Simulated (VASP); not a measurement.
# AlN (P1) in VASP: further runs, part 2 of 2

VASP 6.6.1. The steps go on from the part before.

### 4 Single point, PBEsol

INCAR reads:

```
PREC     = Accurate       # precision mode
ENCUT    = 520            # plane-wave cutoff, eV
EDIFF    = 1E-6           # SCF threshold, eV
ISMEAR   = 0              # smearing method
SIGMA    = 0.05           # smearing width, eV
LREAL    = F              # projectors in reciprocal space
LASPH    = T              # aspherical terms in the spheres
NELM     = 100            # most SCF steps
ALGO     = Normal         # electronic algorithm
ISIF     = 2              # what is computed and relaxed
LWAVE    = F              # write WAVECAR
LCHARG   = F              # write CHGCAR
GGA      = PS             # functional
NBANDS   = 26             # bands
```

KPOINTS reads:

```
regular mesh
0
Gamma
  8 8 3
```

POSCAR reads:

```
AlN
1.0
   -3.1135599822      0.0000000000      0.0000000000
   -1.5567799911     -2.6964220408      0.0000000000
   -0.1297316659     -0.2247018367      9.9667009506
Al N
4 4
Direct
    0.3333333333      0.2579579118      0.9045050585
    0.3333333333      0.2996245785      0.4045050585
    0.6666666667      0.6537912451      0.1545050585
    0.6666666667      0.6121245785      0.6545050585
    0.3333333333      0.3253754215      0.0954949415
    0.3333333333      0.2837087549      0.5954949415
    0.6666666667      0.6378754215      0.3454949415
    0.6666666667      0.5962087549      0.8454949415
```

Potentials or basis: VASP PAW PBE potentials, release 64 (Al, N).

The run is started by

```
$ cat potpaw_PBE.64/Al/POTCAR potpaw_PBE.64/N/POTCAR > POTCAR
$ mpirun -np 1 vasp_std > vasp.out
```

OUTCAR:

```text
PREC = Accurate
   ENCUT = 520
   EDIFF = 1E-6
   ISMEAR = 0
   LREAL = F
   LASPH = T
   NELM = 100
   ISIF = 2
   GGA = PS

 ion  position               nearest neighbor table
   1  0.333  0.258  0.905-   8 1.89   8 1.89   8 1.89   5 1.92   3 2.95   4 3.07   4 3.07   4 3.07
                             3 3.08   3 3.21
   2  0.333  0.300  0.405-   7 1.89   7 1.89   7 1.89   6 1.90   3 3.07   4 3.07   3 3.07   4 3.07
                             4 3.07   3 3.07
   3  0.667  0.654  0.155-   5 1.89   5 1.89   5 1.89   7 1.90   1 2.95   2 3.07   2 3.07   2 3.07
                             1 3.08   1 3.21
   4  0.667  0.612  0.655-   6 1.89   6 1.89   6 1.89   8 1.90   1 3.07   2 3.07   1 3.07   2 3.07
                             2 3.07   1 3.07
   5  0.333  0.325  0.095-   3 1.89   3 1.89   3 1.89   1 1.92
   6  0.333  0.284  0.595-   4 1.89   4 1.89   4 1.89   2 1.90
   7  0.667  0.638  0.345-   2 1.89   2 1.89   2 1.89   3 1.90
   8  0.667  0.596  0.845-   1 1.89   1 1.89   1 1.89   4 1.90

  LATTYP: Found a base centered monoclinic cell.
 ALAT       =     3.1135599822
 B/A-ratio  =     1.7320508076
 C/A-ratio  =     3.2021472985
 COS(beta)  =    -0.0260242036

  Lattice vectors:

 A1 = (   3.1135599822,   0.0000000000,   0.0000000000)
 A2 = (  -1.5567799911,   2.6964220408,   0.0000000000)
 A3 = (  -0.1297316659,  -0.2247018367,   9.9667009506)

Analysis of symmetry for initial positions (statically):
=====================================================================
 Subroutine PRICEL returns:
 Original cell was already a primitive cell.

 Routine SETGRP: Setting up the symmetry group for a
 base centered monoclinic supercell.

 Subroutine GETGRP returns: Found  1 space group operations
 (whereof  1 operations were pure point group operations)
 out of a pool of  4 trial point group operations.

The static configuration has the point symmetry C_1 .

Analysis of symmetry for dynamics (positions and initial velocities):
=====================================================================
 Subroutine PRICEL returns:
 Original cell was already a primitive cell.

 Routine SETGRP: Setting up the symmetry group for a
 base centered monoclinic supercell.

 Subroutine GETGRP returns: Found  1 space group operations
 (whereof  1 operations were pure point group operations)
 out of a pool of  4 trial point group operations.

The dynamic configuration has the point symmetry C_1 .

 Subroutine INISYM returns: Found  1 space group operations
 (whereof  1 operations are pure point group operations),
 and found     1 'primitive' translations

----------------------------------------------------------------------------------------

                                     Primitive cell

  volume of cell :      83.6752

  direct lattice vectors                    reciprocal lattice vectors
    -3.113559982  0.000000000  0.000000000    -0.321175762  0.185430913  0.000000000
    -1.556779991 -2.696422041  0.000000000     0.000000000 -0.370861825 -0.008361175
    -0.129731666 -0.224701837  9.966700951     0.000000000  0.000000000  0.100334103

  length of vectors
     3.113559982  3.113559982  9.970077686     0.370861825  0.370956066  0.100334103

  position of ions in fractional coordinates (direct lattice)
     0.333333333  0.257957912  0.904505058
     0.333333333  0.299624579  0.404505058
[... 46 lines left out ...]
  0.000000  0.000000  0.000000      1.000000
  0.125000  0.000000 -0.000000      2.000000
  0.250000  0.000000 -0.000000      2.000000
  0.375000  0.000000 -0.000000      2.000000
  0.500000  0.000000 -0.000000      1.000000
  0.000000  0.125000 -0.000000      2.000000
[... 16 lines left out ...]
 -0.375000 -0.375000  0.000000      2.000000
  0.125000  0.375000  0.000000      2.000000
 [... further k-points ...]
   k-points           NKPTS =     98   k-points in BZ     NKDIM =     98   number of bands    NBANDS=     26
   number of dos      NEDOS =    301   number of ions     NIONS =      8
   total plane-waves  NPLWV =  46080
   dimension x,y,z NGX =    24 NGY =   24 NGZ =   80
   dimension x,y,z NGXF=    48 NGYF=   48 NGZF=  160
   ions per type =               4   4
   NGX,Y,Z   is equivalent  to a cutoff of  12.81, 12.81, 13.34 a.u.
   NGXF,Y,Z  is equivalent  to a cutoff of  25.63, 25.63, 26.68 a.u.
 SYSTEM =  unknown system
   PREC   = accura    normal or accurate (medium, high low for compatibility)
   ISTART =      0    job   : 0-new  1-cont  2-samecut
   ICHARG =      2    charge: 1-file 2-atom 10-const
   ISPIN  =      1    spin polarized calculation?
   LNONCOLLINEAR =      F non collinear calculations
   LSORBIT =      F    spin-orbit coupling
   LASPH  =      T    aspherical Exc in radial PAW
   ENCUT  =  520.0 eV  38.22 Ry    6.18 a.u.   5.79  5.79 18.54*2*pi/ulx,y,z
   NELM   =    100;   NELMIN=  2; NELMDL= -5     # of ELM steps
   EDIFF  = 0.1E-05   stopping-criterion for ELM
   LREAL  =      F    real-space projection
   EDIFFG = 0.1E-04   stopping-criterion for IOM
   NSW    =      0    number of steps for IOM
   IBRION =     -1    ionic relax: 0-MD 1-quasi-New 2-CG
   NFREE  =      0    steps in history (QN), initial steepest desc. (CG)
   ISIF   =      2    stress and relaxation
   ISYM   =      2    0-nonsym 1-usesym 2-fastsym
   POTIM  = 0.5000    time-step for ionic-motion
   TEBEG  =    0.0;   TEEND  =   0.0 temperature during run
   PSTRESS=    0.0 pullay stress
   NELECT =      32.0000    total number of electrons
   NUPDOWN=      -1.0000    fix difference up-down
   EMIN   =  10.00;   EMAX   =-10.00  energy-range for DOS
   EFERMI =   0.00;   METHOD = LEGACY
   ISMEAR =     0;   SIGMA  =   0.05  broadening in eV -4-tet -1-fermi 0-gaus
   EFERMI_NEDOS =   21; number of points for ismear=-14 and -15
   IALGO  =     38    algorithm
   IMIX   =      4    mixing-type and parameters
     AMIX     =   0.40;   BMIX     =  1.00
     AMIX_MAG =   1.60;   BMIX_MAG =  1.00
  volume/ion in A,a.u.               =      10.46        70.58
  Fermi-wavevector in a.u.,A,eV,Ry     =   1.188300  2.245561 19.212190  1.412056
  Thomas-Fermi vector in A             =   2.324432
   LORBIT       =      0    0 simple, 1 ext, 2 COOP (PROOUT), +10 PAW based schemes
   GGA     = PS    functional components
   LHFCALC =     F    Hartree Fock is set to
   AEXX    =    0.0000 exact exchange contribution
   IVDW    =     0    specifies the selected vdW correction
   LEPSILON=     F    determine dielectric tensor
   LRPA    =     F    only Hartree local field effects (RPA)
 non-spin polarized calculation
 Gauss-broadening in eV      SIGMA  =   0.05
  energy-cutoff  :      520.00
  volume of cell :       83.68
 maximum number of plane-waves:      2267
   NGX = 11   NGY = 11   NGZ = 37

 number of electron      31.9999999 magnetization

 Free energy of the ion-electron system (eV)
  ---------------------------------------------------
  ext. energy  EPLUGINS =         0.00000000
  ---------------------------------------------------
  free energy    TOTEN  =       -62.54740464 eV

  energy without entropy =      -62.54740464  energy(sigma->0) =      -62.54740464

 E-fermi :   6.3952     XC(G=0): -11.1026

 val. band max:        6.1229418700   @ k =   0.0000   0.0000   0.0000
 cond. band min:      10.1396512171   @ k =   0.0000   0.0000   0.0000
 fundamental gap:      4.0167093471
 Fermi energy:         6.3951920448

 k-point     1 :       0.0000    0.0000    0.0000
  band No.  band energies     occupation
      1      -9.1050      2.00000
      2      -8.2089      2.00000
      3      -8.2038      2.00000
      4      -6.9217      2.00000
      5       0.0084      2.00000
      6       2.6927      2.00000
[... 685 lines left out ...]
     25      16.8361      0.00000
     26      17.1401      0.00000

 [... further k-points ...]
[... 5 lines left out ...]
  --------------------------------------------------------------------------------------
  -------------------------------------------------------------------------------------
  Total        0.0997499     -0.3820174      0.0161043     -0.0153098      1.1646726      0.7248974
  in kB        1.9099700     -7.3147110      0.3083588     -0.2931451     22.3006701     13.8800366
  external PRESSURE =      -1.6987940 kB  Pullay stress =       0.0000000 kB

 VOLUME and BASIS-vectors are now :
 -----------------------------------------------------------------------------
  energy-cutoff  :      520.00
  volume of cell :       83.68
      direct lattice vectors                 reciprocal lattice vectors
    -3.113559982  0.000000000  0.000000000    -0.321175762  0.185430913  0.000000000
    -1.556779991 -2.696422041  0.000000000     0.000000000 -0.370861825 -0.008361175
    -0.129731666 -0.224701837  9.966700951     0.000000000  0.000000000  0.100334103

 POSITION                                       TOTAL-FORCE (eV/Angst)
 -----------------------------------------------------------------------------------
     -1.55678     -0.89881      9.01493        -0.196430     -0.416360      0.067824
     -1.55678     -0.89881      4.03158         0.003518      0.006241     -0.008939
     -3.11356     -1.79761      1.53991         0.027092      0.113347      0.083095
     -3.11356     -1.79761      6.52326        -0.014896     -0.017310     -0.012608
     -1.55678     -0.89881      0.95177         0.261766      0.378864     -0.112632
     -1.55678     -0.89881      5.93512        -0.001542      0.000519      0.005595
     -3.11356     -1.79761      3.44344         0.010855      0.012147      0.008060
     -3.11356     -1.79761      8.42680        -0.090364     -0.077449     -0.030395
 -----------------------------------------------------------------------------------
    total drift:                               -0.000096     -0.000183      0.000235

  FREE ENERGIE OF THE ION-ELECTRON SYSTEM (eV)
  ---------------------------------------------------
  free  energy   TOTEN  =       -62.5474046386 eV

  energy  without entropy=      -62.5474046386  energy(sigma->0) =      -62.54740464
```

Run time: 2 min. Hardware: 1 thread of Intel Xeon Platinum 8559C (Emerald Rapids), shared host; peak memory 0.29 GiB.

What came out:

| Item | Value |
| --- | --- |
| Free energy | -62.5474 eV |
| Pressure | -0.2 GPa |
| Largest force | 0.474 eV/Å |
| Band gap on the k mesh | 4.02 eV |

Forces on the atoms (eV/Å):
```
Al  -0.196 -0.416  0.068
Al   0.004  0.006 -0.009
Al   0.027  0.113  0.083
Al  -0.015 -0.017 -0.013
N    0.262  0.379 -0.113
N   -0.002  0.001  0.006
N    0.011  0.012  0.008
N   -0.090 -0.077 -0.030
```

Caveat: the PAW data sets were made with another functional, which shifts forces and pressure a little.

### 5 Summary

```csv
cell,gap on the mesh (eV),pressure (GPa),largest force (eV/Å)
"a = 3.114, b = 3.114, c = 10.021 Å, angles 84.1, 87.0, 60.0°, 8 atoms",3.30,-1.1,1.35
"a = 3.114, b = 3.114, c = 9.997 Å, angles 85.5, 87.8, 60.0°, 8 atoms",3.53,-0.8,1.32
"a = 3.114, b = 3.114, c = 9.970 Å, angles 88.5, 89.3, 60.0°, 8 atoms",4.02,-0.2,0.47
```

Alike in all rows: task single point; level PBEsol; potentials or basis VASP PAW PBE potentials, release 64 (Al, N); no spin polarisation; k mesh 8 × 8 × 3; cutoff (eV) 520; smearing gaussian 0.05 eV.

Caveats: the PAW data sets were made with another functional, which shifts forces and pressure a little.

Absolute energies hang on the potentials; compare differences alone.
